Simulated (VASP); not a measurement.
# GaN in VASP: further runs, part 2 of 3

VASP 6.6.1. The steps go on from the part before.

### 3 Single point, PBE (mode 11 frozen in at -0.048 Å and mode 13 at +0.000 Å (largest displacements))

INCAR

```
SYSTEM = GaN
  ALGO = Normal
  EDIFF = 1E-6
  ENCUT = 520
  GGA = PE
  ISIF = 2
  ISMEAR = 0
  LASPH = .TRUE.
  LCHARG = .FALSE.
  LREAL = .FALSE.
  LWAVE = .FALSE.
  NBANDS = 46
  NELM = 100
  PREC = Accurate
  SIGMA = 0.05
```

KPOINTS

```
k-points
0
G
  8 6 6
  0 0 0
```

POSCAR

```
GaN
1.0
   -3.2185392732      0.0000000000      0.0000000000
    0.0000000000      0.0000000000     -5.2433778863
    0.0000000001     -5.5746735474      0.0000000000
Ga N
4 4
Direct
    0.5000000000      0.0041395733      0.1747067379
    0.0000000000     -0.0024128547      0.6586265955
    0.0000000000      0.4975871453      0.3413734045
    0.5000000000      0.5041395733      0.8252932621
    0.5000000000      0.6227148033      0.1680258010
    0.0000000000      0.6255584781      0.6653075324
    0.0000000000      0.1255584781      0.3346924676
    0.5000000000      0.1227148033      0.8319741990
```

Potentials or basis: VASP PAW PBE potentials, release 64 (Ga_d, N).

Command:

```sh
$ cat potpaw_PBE.64/Ga_d/POTCAR potpaw_PBE.64/N/POTCAR > POTCAR
$ mpirun -np 1 vasp_std > vasp.out
```

OUTCAR:

```text
SYSTEM = GaN
   EDIFF = 1E-6
   ENCUT = 520
   GGA = PE
   ISIF = 2
   ISMEAR = 0
   LASPH = .TRUE.
   LREAL = .FALSE.
   NELM = 100
   PREC = Accurate

 ion  position               nearest neighbor table
   1  0.500  0.004  0.175-   7 1.95   7 1.95   5 2.00   8 2.01
   2  0.000  0.998  0.659-   7 1.93   6 1.95   8 1.99   8 1.99
   3  0.000  0.498  0.341-   6 1.93   7 1.95   5 1.99   5 1.99
   4  0.500  0.504  0.825-   6 1.95   6 1.95   8 2.00   5 2.01
   5  0.500  0.623  0.168-   3 1.99   3 1.99   1 2.00   4 2.01
   6  0.000  0.626  0.665-   3 1.93   4 1.95   4 1.95   2 1.95
   7  0.000  0.126  0.335-   2 1.93   1 1.95   1 1.95   3 1.95
   8  0.500  0.123  0.832-   2 1.99   2 1.99   4 2.00   1 2.01

  LATTYP: Found a simple orthorhombic cell.
 ALAT       =     3.2185392732
 B/A-ratio  =     1.6291172613
 C/A-ratio  =     1.7320508076

  Lattice vectors:

 A1 = (  -3.2185392732,   0.0000000000,   0.0000000000)
 A2 = (   0.0000000000,   0.0000000000,  -5.2433778863)
 A3 = (   0.0000000001,  -5.5746735474,   0.0000000000)

Analysis of symmetry for initial positions (statically):
=====================================================================
 Subroutine PRICEL returns:
 Original cell was already a primitive cell.

 Routine SETGRP: Setting up the symmetry group for a
 simple orthorhombic supercell.

 Subroutine GETGRP returns: Found  4 space group operations
 (whereof  2 operations were pure point group operations)
 out of a pool of  8 trial point group operations.

The static configuration has the point symmetry C_1h.
 The point group associated with its full space group is C_2v.

Analysis of symmetry for dynamics (positions and initial velocities):
=====================================================================
 Subroutine PRICEL returns:
 Original cell was already a primitive cell.

 Routine SETGRP: Setting up the symmetry group for a
 simple orthorhombic supercell.

 Subroutine GETGRP returns: Found  4 space group operations
 (whereof  2 operations were pure point group operations)
 out of a pool of  8 trial point group operations.

The dynamic configuration has the point symmetry C_1h.
 The point group associated with its full space group is C_2v.

 Subroutine INISYM returns: Found  4 space group operations
 (whereof  2 operations are pure point group operations),
 and found     1 'primitive' translations

----------------------------------------------------------------------------------------

                                     Primitive cell

  volume of cell :      94.0783

  direct lattice vectors                    reciprocal lattice vectors
    -3.218539273  0.000000000  0.000000000    -0.310699953 -0.000000000  0.000000000
     0.000000000  0.000000000 -5.243377886     0.000000000  0.000000000 -0.190716752
     0.000000000 -5.574673547  0.000000000     0.000000000 -0.179382701  0.000000000

  length of vectors
     3.218539273  5.243377886  5.574673547     0.310699953  0.190716752  0.179382701

  position of ions in fractional coordinates (direct lattice)
     0.500000000  0.004139573  0.174706738
     0.000000000  0.997587145  0.658626596
     0.000000000  0.497587145  0.341373404
     0.500000000  0.504139573  0.825293262
     0.500000000  0.622714803  0.168025801
     0.000000000  0.625558478  0.665307532
     0.000000000  0.125558478  0.334692468
     0.500000000  0.122714803  0.831974199
[... 41 lines left out ...]
  0.125000  0.000000  0.000000      2.000000
  0.250000  0.000000  0.000000      2.000000
  0.375000  0.000000 -0.000000      2.000000
  0.500000  0.000000  0.000000      1.000000
  0.000000  0.166667  0.000000      2.000000
[... 16 lines left out ...]
  0.250000  0.000000  0.166667      4.000000
  0.375000  0.000000  0.166667      4.000000
 [... further k-points ...]
   k-points           NKPTS =     80   k-points in BZ     NKDIM =     80   number of bands    NBANDS=     46
   number of dos      NEDOS =    301   number of ions     NIONS =      8
   total plane-waves  NPLWV =  40320
   dimension x,y,z NGX =    24 NGY =   40 NGZ =   42
   dimension x,y,z NGXF=    48 NGYF=   80 NGZF=   84
   ions per type =               4   4
   NGX,Y,Z   is equivalent  to a cutoff of  12.40, 12.68, 12.53 a.u.
   NGXF,Y,Z  is equivalent  to a cutoff of  24.79, 25.36, 25.05 a.u.
 SYSTEM =  GaN
   PREC   = accura    normal or accurate (medium, high low for compatibility)
   ISTART =      0    job   : 0-new  1-cont  2-samecut
   ICHARG =      2    charge: 1-file 2-atom 10-const
   ISPIN  =      1    spin polarized calculation?
   LNONCOLLINEAR =      F non collinear calculations
   LSORBIT =      F    spin-orbit coupling
   LASPH  =      T    aspherical Exc in radial PAW
   ENCUT  =  520.0 eV  38.22 Ry    6.18 a.u.   5.98  9.75 10.37*2*pi/ulx,y,z
   NELM   =    100;   NELMIN=  2; NELMDL= -5     # of ELM steps
   EDIFF  = 0.1E-05   stopping-criterion for ELM
   LREAL  =      F    real-space projection
   EDIFFG = 0.1E-04   stopping-criterion for IOM
   NSW    =      0    number of steps for IOM
   IBRION =     -1    ionic relax: 0-MD 1-quasi-New 2-CG
   NFREE  =      0    steps in history (QN), initial steepest desc. (CG)
   ISIF   =      2    stress and relaxation
   ISYM   =      2    0-nonsym 1-usesym 2-fastsym
   POTIM  = 0.5000    time-step for ionic-motion
   TEBEG  =    0.0;   TEEND  =   0.0 temperature during run
   PSTRESS=    0.0 pullay stress
   NELECT =      72.0000    total number of electrons
   NUPDOWN=      -1.0000    fix difference up-down
   EMIN   =  10.00;   EMAX   =-10.00  energy-range for DOS
   EFERMI =   0.00;   METHOD = LEGACY
   ISMEAR =     0;   SIGMA  =   0.05  broadening in eV -4-tet -1-fermi 0-gaus
   EFERMI_NEDOS =   21; number of points for ismear=-14 and -15
   IALGO  =     38    algorithm
   IMIX   =      4    mixing-type and parameters
     AMIX     =   0.40;   BMIX     =  1.00
     AMIX_MAG =   1.60;   BMIX_MAG =  1.00
  volume/ion in A,a.u.               =      11.76        79.36
  Fermi-wavevector in a.u.,A,eV,Ry     =   1.497462  2.829793 30.509608  2.242393
  Thomas-Fermi vector in A             =   2.609347
   LORBIT       =      0    0 simple, 1 ext, 2 COOP (PROOUT), +10 PAW based schemes
   GGA     = PE    functional components
   LHFCALC =     F    Hartree Fock is set to
   AEXX    =    0.0000 exact exchange contribution
   IVDW    =     0    specifies the selected vdW correction
   LEPSILON=     F    determine dielectric tensor
   LRPA    =     F    only Hartree local field effects (RPA)
 non-spin polarized calculation
 Gauss-broadening in eV      SIGMA  =   0.05
  energy-cutoff  :      520.00
  volume of cell :       94.08
 maximum number of plane-waves:      2568
 NGX is ok and might be reduce to    24
   NGX = 11   NGY = 19   NGZ = 21

 number of electron      72.0000025 magnetization

 Free energy of the ion-electron system (eV)
  ---------------------------------------------------
  ext. energy  EPLUGINS =         0.00000000
  ---------------------------------------------------
  free energy    TOTEN  =       -48.54744585 eV

  energy without entropy =      -48.54744585  energy(sigma->0) =      -48.54744585

 E-fermi :   5.3008     XC(G=0): -11.5138

 val. band max:        5.0350225077   @ k =   0.0000   0.0000   0.0000
 cond. band min:       6.7070433947   @ k =   0.0000   0.0000   0.0000
 fundamental gap:      1.6720208870
 Fermi energy:         5.3007612493

 k-point     1 :       0.0000    0.0000    0.0000
  band No.  band energies     occupation
      1     -10.8239      2.00000
      2     -10.1778      2.00000
      3      -9.6939      2.00000
      4      -9.6726      2.00000
      5      -8.4292      2.00000
      6      -8.4228      2.00000
[... 1165 lines left out ...]
     45      14.4694      0.00000
     46      14.6735      0.00000

 [... further k-points ...]
[... 5 lines left out ...]
  --------------------------------------------------------------------------------------
  -------------------------------------------------------------------------------------
  Total        0.2300409      0.2568976      0.2078286     -0.0000000      0.0000000      0.0000000
  in kB        3.9176553      4.3750325      3.5393740     -0.0000000      0.0000000      0.0000000
  external PRESSURE =       3.9440206 kB  Pullay stress =       0.0000000 kB

 VOLUME and BASIS-vectors are now :
 -----------------------------------------------------------------------------
  energy-cutoff  :      520.00
  volume of cell :       94.08
      direct lattice vectors                 reciprocal lattice vectors
    -3.218539273  0.000000000  0.000000000    -0.310699953 -0.000000000  0.000000000
     0.000000000  0.000000000 -5.243377886     0.000000000  0.000000000 -0.190716752
     0.000000000 -5.574673547  0.000000000     0.000000000 -0.179382701  0.000000000

 POSITION                                       TOTAL-FORCE (eV/Angst)
 -----------------------------------------------------------------------------------
     -1.60927     -0.97393     -0.02171        -0.000000      1.013889      0.409907
      0.00000     -3.67163     -5.23073         0.000000     -1.071831     -0.383537
      0.00000     -1.90305     -2.60904        -0.000000      1.071831     -0.383537
     -1.60927     -4.60074     -2.64339         0.000000     -1.013889      0.409907
     -1.60927     -0.93669     -3.26513         0.000000     -0.010470     -0.046564
      0.00000     -3.70887     -3.28004         0.000000     -0.076904      0.020194
      0.00000     -1.86580     -0.65835        -0.000000      0.076904      0.020194
     -1.60927     -4.63798     -0.64344        -0.000000      0.010470     -0.046564
 -----------------------------------------------------------------------------------
    total drift:                               -0.000000     -0.000000     -0.000075

  FREE ENERGIE OF THE ION-ELECTRON SYSTEM (eV)
  ---------------------------------------------------
  free  energy   TOTEN  =       -48.5474458545 eV

  energy  without entropy=      -48.5474458545  energy(sigma->0) =      -48.54744585
```

It took 3.1 min on 1 thread of AMD EPYC 9R45 (Zen 5), shared host; peak memory 0.33 GiB.

Results:

* Free energy: -48.5474 eV
* Pressure: 0.4 GPa
* Largest force: 1.138 eV/Å
* Band gap on the k mesh: 1.67 eV

Forces in eV/Å, atoms in the order of the input:
```
Ga   0.000  1.014  0.410
Ga   0.000 -1.072 -0.384
Ga   0.000  1.072 -0.384
Ga   0.000 -1.014  0.410
N    0.000 -0.010 -0.047
N    0.000 -0.077  0.020
N    0.000  0.077  0.020
N    0.000  0.010 -0.047
```

Levels at points of the mesh, in eV from the valence-band top:
| k point | band 34 | band 35 | band 36 | band 37 | band 38 | band 39 |
| --- | --- | --- | --- | --- | --- | --- |
| (0.00, 0.00, 0.00) | -0.06 | -0.02 | 0.00 | 1.67 | 4.02 | 4.95 |
| (0.50, 0.00, 0.00) | -2.06 | -1.99 | -1.68 | 5.46 | 5.98 | 6.28 |
| (0.00, 0.50, 0.00) | -0.53 | -0.48 | -0.48 | 3.99 | 3.99 | 4.32 |
| (0.50, 0.50, 0.00) | -1.79 | -1.43 | -1.43 | 5.53 | 5.53 | 5.82 |
| (0.00, 0.00, 0.50) | -0.64 | -0.56 | -0.37 | 3.97 | 4.16 | 5.70 |
| (0.50, 0.00, 0.50) | -2.02 | -1.06 | -0.90 | 4.71 | 5.18 | 5.22 |
| (0.00, 0.50, 0.50) | -1.56 | -0.98 | -0.98 | 4.90 | 4.90 | 5.22 |
| (0.50, 0.50, 0.50) | -1.84 | -1.63 | -1.63 | 4.06 | 4.06 | 4.48 |

Caveat: the cell differs from its parent crystal (mode 11 frozen in at -0.048 Å and mode 13 at +0.000 Å (largest displacements)); forces of over 1 eV/Å act on the atoms, so gaps and moduli don't describe the material at rest.

(Part 2 of 3 ends here.)
